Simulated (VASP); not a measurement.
Crystal: NbH2.

```
Nb H
1.0
     0.00000    2.27993    2.27993
     2.27993    0.00000    2.27993
     2.27993    2.27993    0.00000
Nb H
1 2
Direct
  0.00000 0.00000 0.00000
  0.25000 0.25000 0.25000
  0.75000 0.75000 0.75000
```

Base run:

| Quantity | Value |
| --- | --- |
| Program | VASP 6.6.1 |
| Functional | PBEsol |
| Potentials or basis | VASP PAW PBE potentials, release 64 (Nb_sv, H) |
| Cutoff | 520 eV |
| k mesh | 16 × 16 × 16 |
| Occupations | gaussian, width 0.1 eV |
| Spin | no spin polarisation |

Its results: band gap on the k mesh zero (an odd number of electrons rules out a gap without spin polarisation); pressure -5.4 GPa.

**Question.** The run is repeated on the same cell with these changes: functional from PBEsol to r2SCAN. What comes out?

**Answer.** Band gap on the k mesh zero (an odd number of electrons rules out a gap without spin polarisation); pressure -1.9 GPa.

Caveats: the PAW data sets were made with another functional, which shifts forces and pressure a little; an odd number of electrons without spin polarisation forces a metal; a magnetic or distorted state may lie lower; the cell stands under tension (at least some runs).
